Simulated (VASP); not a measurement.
## HC18N: single point with PBE

The system is HC18N, a slab with vacuum.

```
CELL_PARAMETERS angstrom
7.39800 0.00000 0.00000
-3.69900 6.40686 0.00000
0.00000 0.00000 12.00000
ATOMIC_POSITIONS crystal
C 0.97734 0.98183 0.07981
C 0.20001 0.09878 0.10903
C 0.98561 0.31973 0.07881
C 0.20856 0.43270 0.07900
C 0.98831 0.65344 0.08205
C 0.20582 0.76212 0.08846
C 0.32011 0.98816 0.10783
C 0.54356 0.10046 0.08708
C 0.32117 0.32417 0.08417
C 0.53868 0.42998 0.08060
C 0.31830 0.65305 0.08051
C 0.54113 0.76374 0.07905
C 0.65150 0.98633 0.07920
C 0.87141 0.09577 0.07673
C 0.65276 0.31798 0.08091
C 0.87597 0.43034 0.07817
C 0.65086 0.65308 0.07696
C 0.87311 0.76524 0.07906
N 0.21842 0.04898 0.22744
H 0.30256 0.19433 0.26595
```

```
Program             : VASP 6.6.1
Task                : single point
Functional          : PBE
Potentials or basis : VASP PAW PBE potentials, release 64 (C, N, H)
Cutoff              : 520 eV
k mesh              : 2 × 2 × 1
Occupations         : gaussian, width 0.05 eV
Spin                : no spin polarisation
```

```
Largest force          : 1.069 eV/Å
Band gap on the k mesh : 0.25 eV, direct
```

Forces in eV/Å, atoms in the order of the input:
```
C   -0.123 -0.018 -0.243
C   -0.283  0.107 -0.274
C   -0.060  0.038 -0.029
C   -0.090  0.068 -0.054
C   -0.026  0.042  0.040
C   -0.100  0.003  0.260
C   -0.128  0.091  0.761
C   -0.057  0.090  0.253
C   -0.071  0.058 -0.092
C   -0.095  0.024  0.023
C   -0.086  0.047  0.086
C   -0.072  0.028  0.028
C   -0.089  0.053  0.058
C   -0.115  0.005 -0.114
C   -0.049  0.005  0.052
C   -0.035  0.017 -0.028
C   -0.091  0.033 -0.034
C   -0.083  0.057 -0.057
N    0.698 -0.359 -0.361
H    0.958 -0.387 -0.276
```

Levels at points of the mesh, in eV from the valence-band top:
| k point | band 35 | band 36 | band 37 | band 38 | band 39 | band 40 | band 41 | band 42 | band 43 | band 44 |
| --- | --- | --- | --- | --- | --- | --- | --- | --- | --- | --- |
| (0.00, 0.00, 0.00) | -3.06 | -2.65 | -2.26 | -1.04 | 0.00 | 0.25 | 1.10 | 2.64 | 3.39 | 4.45 |
| (0.50, 0.00, 0.00) | -2.80 | -2.54 | -2.32 | -2.09 | -1.13 | 0.96 | 2.08 | 2.57 | 2.63 | 3.25 |
| (0.00, 0.50, 0.00) | -2.72 | -2.53 | -2.36 | -1.97 | -1.13 | 0.93 | 2.04 | 2.58 | 2.62 | 3.29 |
| (0.50, 0.50, 0.00) | -2.65 | -2.57 | -2.42 | -2.05 | -0.68 | 0.35 | 2.15 | 2.58 | 2.87 | 3.17 |

Run time: 2.8 min on 1 thread of Intel(R) Xeon(R) 6975P-C (Granite Rapids) (shared host), peak memory 0.6 GiB.

Caveat: the k points lie up to 0.49 Å⁻¹ apart.
